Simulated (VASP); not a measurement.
Write the native input for VASP 6.6.1 that does the following.

```
Task                   : single point
Functional             : PBE
Potentials or basis    : VASP PAW PBE potentials, release 64 (Si, Ni)
Cutoff                 : 520 eV
k mesh                 : 12 × 12 × 8
Occupations            : gaussian, width 0.1 eV
Spin                   : no spin polarisation
Dipole correction      : no
Further INCAR settings : ALGO = Fast; EDIFF = 1e-06; NBANDS = 33
```

The structure of SiNi2 lies in POSCAR:

```
SiNi2
1.0
    3.8923666626      0.0000000000      0.0000000000
   -1.9461833313      3.3708884106      0.0000000000
    0.0000000000      0.0000000000      5.0912812473
Si Ni
2 4
Direct
    0.3333333333      0.6666666667      0.7500000000
    0.6666666667      0.3333333333      0.2500000000
    0.0000000000      0.0000000000      0.0000000000
    0.0000000000      0.0000000000      0.5000000000
    0.3333333333      0.6666666667      0.2500000000
    0.6666666667      0.3333333333      0.7500000000
```

This cell differs from its parent crystal: uniaxial strain along c: +2.0 %.

The input as run:

INCAR

```
SYSTEM = SiNi2
PREC = Accurate ; ENCUT = 520
EDIFF = 1E-6 ; ISMEAR = 0
SIGMA = 0.1 ; LREAL = .FALSE.
LASPH = .TRUE. ; NELM = 60
ALGO = Fast ; ISIF = 2
LWAVE = .FALSE. ; LCHARG = .FALSE.
GGA = PE ; NBANDS = 33
```

KPOINTS

```
regular mesh
0
G
  12 12 8
  0 0 0
```

Potentials or basis: VASP PAW PBE potentials, release 64 (Si, Ni).

Run with:

```bash
$ cat potpaw_PBE.64/Si/POTCAR potpaw_PBE.64/Ni/POTCAR > POTCAR
$ mpirun -np 1 vasp_std > vasp.out
```

It gave:

```yaml
Pressure: -1.0 GPa
Band_gap_on_the_k_mesh: zero (bands 24 and 25 overlap by 3.37 eV)
```

Caveat: the cell differs from its parent crystal (uniaxial strain along c: +2.0 %).

Wall time 4.3 min on 1 thread of Intel(R) Xeon(R) Platinum 8259CL CPU @ 2.50GHz (Skylake/Cascade Lake) (shared host), peak memory 0.29 GiB.
